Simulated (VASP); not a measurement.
# P (R32) in VASP: notebook

Runs on P. Level: PBE. Tasks: single point, relaxation of cell and atoms.

All numbers are computed with VASP 6.6.1; they aren't measurements. Logs are shortened: lines on timing, memory, paths and dates and some standing lists are left out, and cuts for length are marked.

**1. The cell of the first run**

The structure is trigonal, space group R32 (No. 155). The conventional cell has a = 6.915 Å, b = 6.915 Å, c = 6.149 Å, α = 90.00°, β = 90.00°, γ = 120.00°. P (site symmetry 3) has 4 P at 2.10 to 2.14 Å within 2.8 Å. Within 2.8 Å of P (site symmetry 2) lie 4 P at 2.14 to 2.15 Å.

**2. Single point, PBE**

File INCAR:

```
PREC     = Accurate       # precision mode
ENCUT    = 520            # plane-wave cutoff, eV
EDIFF    = 1E-6           # SCF threshold, eV
ISMEAR   = 0              # smearing method
SIGMA    = 0.1            # smearing width, eV
LREAL    = False          # projectors in reciprocal space
LASPH    = True           # aspherical terms in the spheres
NELM     = 80             # most SCF steps
ALGO     = Normal         # electronic algorithm
ISIF     = 2              # what is computed and relaxed
LWAVE    = False          # write WAVECAR
LCHARG   = False          # write CHGCAR
GGA      = PE             # functional
NBANDS   = 20             # bands
```

File KPOINTS:

```
regular mesh
0
Gamma
  6 6 6
```

File POSCAR:

```
P
1.0
    3.4574719200      1.9961723400      2.0497300900
   -3.4574719200      1.9961723400      2.0497300900
    0.0000000000     -3.9923446900      2.0497300900
P
5
Direct
    0.3295443800      0.3295443800      0.3295443800
    0.6704556200      0.6704556200      0.6704556200
    0.6121795600      0.3878204400      0.0000000000
    0.0000000000      0.6121795600      0.3878204400
    0.3878204400      0.0000000000      0.6121795600
```

Potentials or basis: VASP PAW PBE potentials, release 64 (P).

Started as:

```sh
> cat potpaw_PBE.64/P/POTCAR > POTCAR
> mpirun -np 1 vasp_std > vasp.out
```

OUTCAR:

```text
PREC = Accurate
   ENCUT = 520
   EDIFF = 1E-6
   ISMEAR = 0
   LREAL = False
   LASPH = True
   NELM = 80
   ISIF = 2
   GGA = PE

 ion  position               nearest neighbor table
   1  0.330  0.330  0.330-   2 2.10   3 2.14   5 2.14   4 2.14
   2  0.670  0.670  0.670-   1 2.10   3 2.14   4 2.14   5 2.14
   3  0.612  0.388  0.000-   1 2.14   2 2.14   4 2.15   5 2.15
   4  0.000  0.612  0.388-   2 2.14   1 2.14   5 2.15   3 2.15
   5  0.388  0.000  0.612-   1 2.14   2 2.14   4 2.15   3 2.15

  LATTYP: Found a trigonal (rhomboedric) cell.
 ALAT       =     4.4877844830
 COS(alpha) =    -0.1870891458

  Lattice vectors:

 A1 = (   3.4574719200,   1.9961723400,   2.0497300900)
 A2 = (  -3.4574719200,   1.9961723400,   2.0497300900)
 A3 = (   0.0000000000,  -3.9923446900,   2.0497300900)

Analysis of symmetry for initial positions (statically):
=====================================================================
 Subroutine PRICEL returns:
 Original cell was already a primitive cell.

 Routine SETGRP: Setting up the symmetry group for a
 trigonal (rhombohedral) supercell.

 Subroutine GETGRP returns: Found  6 space group operations
 (whereof  6 operations were pure point group operations)
 out of a pool of 12 trial point group operations.

The static configuration has the point symmetry D_3 .

Analysis of symmetry for dynamics (positions and initial velocities):
=====================================================================
 Subroutine PRICEL returns:
 Original cell was already a primitive cell.

 Routine SETGRP: Setting up the symmetry group for a
 trigonal (rhombohedral) supercell.

 Subroutine GETGRP returns: Found  6 space group operations
 (whereof  6 operations were pure point group operations)
 out of a pool of 12 trial point group operations.

The dynamic configuration has the point symmetry D_3 .

 Subroutine INISYM returns: Found  6 space group operations
 (whereof  6 operations are pure point group operations),
 and found     1 'primitive' translations

----------------------------------------------------------------------------------------

                                     Primitive cell

  volume of cell :      84.8799

  direct lattice vectors                    reciprocal lattice vectors
     3.457471920  1.996172340  2.049730090     0.144614334  0.083493125  0.162623038
    -3.457471920  1.996172340  2.049730090    -0.144614334  0.083493125  0.162623038
     0.000000000 -3.992344690  2.049730090     0.000000000 -0.166986250  0.162623037

  length of vectors
     4.487784479  4.487784479  4.487784483     0.233089382  0.233089382  0.233089382

  position of ions in fractional coordinates (direct lattice)
     0.329544380  0.329544380  0.329544380
     0.670455620  0.670455620  0.670455620
     0.612179560  0.387820440  1.000000000
     0.000000000  0.612179560  0.387820440
     0.387820440  0.000000000  0.612179560

  ion indices of the primitive-cell ions
   primitive index   ion index
                 1           1
                 2           2
                 3           3
                 4           4
                 5           5

----------------------------------------------------------------------------------------

 KPOINTS: regular mesh

Automatic generation of k-mesh.
 Grid dimensions read from file:
 generate k-points for:    6    6    6

 Generating k-lattice:

  Cartesian coordinates                     Fractional coordinates (reciprocal lattice)
     0.024102389  0.013915521  0.027103840     0.166666667  0.000000000 -0.000000000
    -0.024102389  0.013915521  0.027103840     0.000000000  0.166666667 -0.000000000
     0.000000000 -0.027831042  0.027103840    -0.000000000 -0.000000000  0.166666667

  Length of vectors
     0.038848230  0.038848230  0.038848230

  Shift w.r.t. Gamma in fractional coordinates (k-lattice)
     0.000000000  0.000000000  0.000000000

 Subroutine IBZKPT returns following result:
 ===========================================

 Found     32 irreducible k-points:

 Following reciprocal coordinates:
            Coordinates               Weight
  0.000000  0.000000  0.000000      1.000000
  0.166667  0.000000  0.000000      6.000000
  0.333333  0.000000  0.000000      6.000000
  0.500000  0.000000  0.000000      3.000000
  0.166667  0.166667  0.000000      6.000000
  0.333333  0.166667  0.000000     12.000000
[... 16 lines left out ...]
  0.500000  0.500000  0.166667      6.000000
 -0.333333  0.500000  0.166667     12.000000
 [... further k-points ...]
   k-points           NKPTS =     32   k-points in BZ     NKDIM =     32   number of bands    NBANDS=     20
   number of dos      NEDOS =    301   number of ions     NIONS =      5
   total plane-waves  NPLWV =  46656
   dimension x,y,z NGX =    36 NGY =   36 NGZ =   36
   dimension x,y,z NGXF=    72 NGYF=   72 NGZF=   72
   ions per type =               5
   NGX,Y,Z   is equivalent  to a cutoff of  13.34, 13.34, 13.34 a.u.
   NGXF,Y,Z  is equivalent  to a cutoff of  26.67, 26.67, 26.67 a.u.
 SYSTEM =  unknown system
   PREC   = accura    normal or accurate (medium, high low for compatibility)
   ISTART =      0    job   : 0-new  1-cont  2-samecut
   ICHARG =      2    charge: 1-file 2-atom 10-const
   ISPIN  =      1    spin polarized calculation?
   LNONCOLLINEAR =      F non collinear calculations
   LSORBIT =      F    spin-orbit coupling
   LASPH  =      T    aspherical Exc in radial PAW
   ENCUT  =  520.0 eV  38.22 Ry    6.18 a.u.   8.34  8.34  8.34*2*pi/ulx,y,z
   NELM   =     80;   NELMIN=  2; NELMDL= -5     # of ELM steps
   EDIFF  = 0.1E-05   stopping-criterion for ELM
   LREAL  =      F    real-space projection
   EDIFFG = 0.1E-04   stopping-criterion for IOM
   NSW    =      0    number of steps for IOM
   IBRION =     -1    ionic relax: 0-MD 1-quasi-New 2-CG
   NFREE  =      0    steps in history (QN), initial steepest desc. (CG)
   ISIF   =      2    stress and relaxation
   ISYM   =      2    0-nonsym 1-usesym 2-fastsym
   POTIM  = 0.5000    time-step for ionic-motion
   TEBEG  =    0.0;   TEEND  =   0.0 temperature during run
   PSTRESS=    0.0 pullay stress
   NELECT =      25.0000    total number of electrons
   NUPDOWN=      -1.0000    fix difference up-down
   EMIN   =  10.00;   EMAX   =-10.00  energy-range for DOS
   EFERMI =   0.00;   METHOD = LEGACY
   ISMEAR =     0;   SIGMA  =   0.10  broadening in eV -4-tet -1-fermi 0-gaus
   EFERMI_NEDOS =   21; number of points for ismear=-14 and -15
   IALGO  =     38    algorithm
   IMIX   =      4    mixing-type and parameters
     AMIX     =   0.40;   BMIX     =  1.00
     AMIX_MAG =   1.60;   BMIX_MAG =  1.00
  volume/ion in A,a.u.               =      16.98       114.56
  Fermi-wavevector in a.u.,A,eV,Ry     =   1.089231  2.058348 16.142278  1.186424
  Thomas-Fermi vector in A             =   2.225430
   LORBIT       =      0    0 simple, 1 ext, 2 COOP (PROOUT), +10 PAW based schemes
   GGA     = PE    functional components
   LHFCALC =     F    Hartree Fock is set to
   AEXX    =    0.0000 exact exchange contribution
   IVDW    =     0    specifies the selected vdW correction
   LEPSILON=     F    determine dielectric tensor
   LRPA    =     F    only Hartree local field effects (RPA)
 non-spin polarized calculation
 Gauss-broadening in eV      SIGMA  =   0.10
  energy-cutoff  :      520.00
  volume of cell :       84.88
 maximum number of plane-waves:      2299
 NGX is ok and might be reduce to    36
   NGX = 17   NGY = 17   NGZ = 17

 number of electron      24.9999999 magnetization

 Free energy of the ion-electron system (eV)
  ---------------------------------------------------
  ext. energy  EPLUGINS =         0.00000000
  ---------------------------------------------------
  free energy    TOTEN  =       -23.52140572 eV

  energy without entropy =      -23.50189848  energy(sigma->0) =      -23.51165210

 E-fermi :   7.8539     XC(G=0): -10.0900

 val. band max:        7.8286991198   @ k =   0.5000   0.3333   0.1667
 cond. band min:       7.8727590309   @ k =   0.3333   0.0000   0.0000
 fundamental gap:      0.0440599111
 Fermi energy:         7.8539389378

 k-point     1 :       0.0000    0.0000    0.0000
  band No.  band energies     occupation
      1      -9.8218      2.00000
      2      -3.8238      2.00000
      3      -3.8238      2.00000
      4      -3.2729      2.00000
      5      -1.9500      2.00000
      6       0.2456      2.00000
[... 12 lines left out ...]
     19      12.0933      0.00000
     20      12.3186      0.00000

 k-point     2 :       0.1667    0.0000    0.0000
  band No.  band energies     occupation
      1      -9.6725      2.00000
      2      -5.0770      2.00000
      3      -3.3882      2.00000
      4      -2.9213      2.00000
      5      -1.7078      2.00000
      6      -0.1007      2.00000
[... 12 lines left out ...]
     19      12.7657      0.00000
     20      13.4789      0.00000

 k-point     3 :       0.3333    0.0000    0.0000
  band No.  band energies     occupation
      1      -9.2836      2.00000
      2      -6.2953      2.00000
      3      -3.2723      2.00000
      4      -2.7885      2.00000
      5      -1.2546      2.00000
      6      -0.2842      2.00000
[... 12 lines left out ...]
     19      12.9314      0.00000
     20      13.8195      0.00000

 k-point     4 :       0.5000    0.0000    0.0000
  band No.  band energies     occupation
      1      -8.9942      2.00000
      2      -6.8811      2.00000
      3      -3.0743      2.00000
      4      -2.9732      2.00000
      5      -0.9366      2.00000
      6      -0.4285      2.00000
[... 12 lines left out ...]
     19      12.8299      0.00000
     20      14.0842      0.00000

 k-point     5 :       0.1667    0.1667    0.0000
  band No.  band energies     occupation
      1      -9.4648      2.00000
      2      -5.7623      2.00000
      3      -4.0288      2.00000
      4      -2.1625      2.00000
      5      -0.9700      2.00000
      6      -0.3780      2.00000
[... 12 lines left out ...]
     19      13.3569      0.00000
     20      13.6205      0.00000

 k-point     6 :       0.3333    0.1667    0.0000
  band No.  band energies     occupation
      1      -9.0507      2.00000
      2      -6.5773      2.00000
      3      -4.2606      2.00000
      4      -2.0241      2.00000
      5      -1.1885      2.00000
      6       0.2783      2.00000
[... 12 lines left out ...]
     19      13.1171      0.00000
     20      13.5423      0.00000

 k-point     7 :       0.5000    0.1667    0.0000
  band No.  band energies     occupation
      1      -8.8722      2.00000
      2      -6.7967      2.00000
      3      -4.1720      2.00000
      4      -2.2840      2.00000
      5      -1.5197      2.00000
      6       0.5820      2.00000
[... 12 lines left out ...]
     19      12.9562      0.00000
     20      13.7240      0.00000
[... 277 lines left out ...]
 k-point    20 :       0.5000    0.3333    0.1667
  band No.  band energies     occupation
      1      -8.3982      2.00000
      2      -6.6217      2.00000
      3      -5.2162      2.00000
      4      -3.5185      2.00000
      5      -0.9269      2.00000
      6       0.6529      2.00000
[... 12 lines left out ...]
     19      12.2793      0.00000
     20      13.2865      0.00000

 k-point    21 :      -0.3333    0.3333    0.1667
  band No.  band energies     occupation
      1      -8.7824      2.00000
      2      -5.9118      2.00000
      3      -5.1759      2.00000
      4      -3.6096      2.00000
      5      -0.9558      2.00000
      6       0.6903      2.00000
[... 12 lines left out ...]
     19      12.4668      0.00000
     20      12.9895      0.00000

 k-point    22 :      -0.1667    0.3333    0.1667
  band No.  band energies     occupation
      1      -9.0461      2.00000
      2      -6.2335      2.00000
      3      -3.8675      2.00000
      4      -3.7494      2.00000
      5      -0.4863      2.00000
      6       0.3054      2.00000
[... 12 lines left out ...]
     19      13.1179      0.00000
     20      13.4463      0.00000

 k-point    23 :       0.5000    0.5000    0.1667
  band No.  band energies     occupation
      1      -8.1876      2.00000
      2      -6.6504      2.00000
      3      -5.5043      2.00000
      4      -3.6041      2.00000
      5      -1.0226      2.00000
      6       0.6469      2.00000
[... 12 lines left out ...]
     19      12.7049      0.00000
     20      12.8541      0.00000

 k-point    24 :      -0.3333    0.5000    0.1667
  band No.  band energies     occupation
      1      -8.4364      2.00000
      2      -6.6422      2.00000
      3      -5.0705      2.00000
      4      -3.5667      2.00000
      5      -0.6923      2.00000
      6       0.7065      2.00000
[... 12 lines left out ...]
     19      12.4407      0.00000
     20      13.4316      0.00000

 [... further k-points ...]

------------------------ aborting loop because EDIFF is reached ----------------------------------------

  FORCE on cell =-STRESS in cart. coord.  units (eV):
  Direction    XX          YY          ZZ          XY          YZ          ZX
  --------------------------------------------------------------------------------------
  -------------------------------------------------------------------------------------
  Total       12.1448442     12.1448442     12.9001369      0.0000000     -0.0000000     -0.0000000
  in kB      229.2439632    229.2439631    243.5007368      0.0000000     -0.0000004     -0.0000000
  external PRESSURE =     233.9962210 kB  Pullay stress =       0.0000000 kB

 VOLUME and BASIS-vectors are now :
 -----------------------------------------------------------------------------
  energy-cutoff  :      520.00
  volume of cell :       84.88
      direct lattice vectors                 reciprocal lattice vectors
     3.457471920  1.996172340  2.049730090     0.144614334  0.083493125  0.162623038
    -3.457471920  1.996172340  2.049730090    -0.144614334  0.083493125  0.162623038
     0.000000000 -3.992344690  2.049730090     0.000000000 -0.166986250  0.162623037

 POSITION                                       TOTAL-FORCE (eV/Angst)
 -----------------------------------------------------------------------------------
      0.00000     -0.00000      2.02643        -0.000000      0.000000     -2.194453
      0.00000     -0.00000      4.12276        -0.000000     -0.000000      2.194453
      0.77572      1.99617      2.04973         0.882439     -0.000000      0.000000
     -2.11659     -0.32630      2.04973        -0.441220      0.764215      0.000000
      1.34088     -1.66988      2.04973        -0.441220     -0.764215      0.000000
 -----------------------------------------------------------------------------------
    total drift:                               -0.000000     -0.000000      0.000000

  FREE ENERGIE OF THE ION-ELECTRON SYSTEM (eV)
  ---------------------------------------------------
  free  energy   TOTEN  =       -23.5214057180 eV

  energy  without entropy=      -23.5018984785  energy(sigma->0) =      -23.51165210
```

Wall time 16 s (1 thread of Intel Xeon Platinum 8481C at 2.70GHz (Sapphire Rapids), shared host); peak memory 0.2 GiB.

Results:

* Free energy: -23.5214 eV
* Pressure: 23.4 GPa
* Largest force: 2.194 eV/Å

Forces on the atoms (eV/Å):
```
P    0.000  0.000 -2.194
P    0.000  0.000  2.194
P    0.882  0.000  0.000
P   -0.441  0.764  0.000
P   -0.441 -0.764  0.000
```

Caveat: forces of over 1 eV/Å act on the atoms, so gaps and moduli don't describe the material at rest.

**3. Single point, PBE**

This run uses another cell than the first one, of 17.87 Å³/atom, 1.052 times its volume.

File INCAR:

```
SYSTEM = P
PREC = Accurate
ENCUT = 520
EDIFF = 1E-6
ISMEAR = 0
SIGMA = 0.1
LREAL = .FALSE.
LASPH = .TRUE.
NELM = 100
ALGO = Normal
ISIF = 2
LWAVE = .FALSE.
LCHARG = .FALSE.
GGA = PE
NBANDS = 20
```

File KPOINTS:

```
regular mesh
0
G
  6 6 6
  0 0 0
```

File POSCAR:

```
P
1.0
    3.1810376052      1.8365729156      2.5484963846
   -3.1810376052      1.8365729156      2.5484963846
    0.0000000000     -3.6731458373      2.5484963801
P
5
Direct
    0.3567481983      0.3567481983      0.3567481983
    0.6432518017      0.6432518017      0.6432518017
    0.7110578913      0.2889421087      0.0000000000
    0.0000000000      0.7110578913      0.2889421087
    0.2889421087      0.0000000000      0.7110578913
```

Potentials or basis: VASP PAW PBE potentials, release 64 (P).

Started as:

```sh
> cat potpaw_PBE.64/P/POTCAR > POTCAR
> mpirun -np 1 vasp_std > vasp.out
```

It took 17 s on 1 thread of Intel Xeon Platinum 8481C at 2.70GHz (Sapphire Rapids), shared host; peak memory 0.2 GiB.

The run converged. Its results:

| Item | Value |
| --- | --- |
| Free energy | -25.4286 eV |
| Pressure | -0.2 GPa |
| Largest force | 0.039 eV/Å |

Forces on the atoms (eV/Å):
```
P    0.000  0.000  0.031
P    0.000  0.000 -0.031
P   -0.039  0.000  0.000
P    0.019 -0.034  0.000
P    0.019  0.034  0.000
```

Levels at points of the mesh, in eV from the Fermi level:
| k point | band 10 | band 11 | band 12 | band 13 | band 14 | band 15 |
| --- | --- | --- | --- | --- | --- | --- |
| (0.00, 0.00, 0.00) | -2.78 | -2.54 | -2.54 | -1.63 | 0.56 | 0.56 |
| (0.50, 0.00, 0.00) | -3.94 | -2.56 | 0.45 | 0.63 | 0.65 | 1.06 |
| (0.50, 0.50, 0.00) | -3.22 | -2.96 | -1.77 | -0.81 | 1.87 | 2.83 |
| (0.50, 0.50, 0.50) | -0.89 | -0.89 | 1.50 | 1.77 | 1.77 | 2.41 |

(Continued in part 2 of 2.)
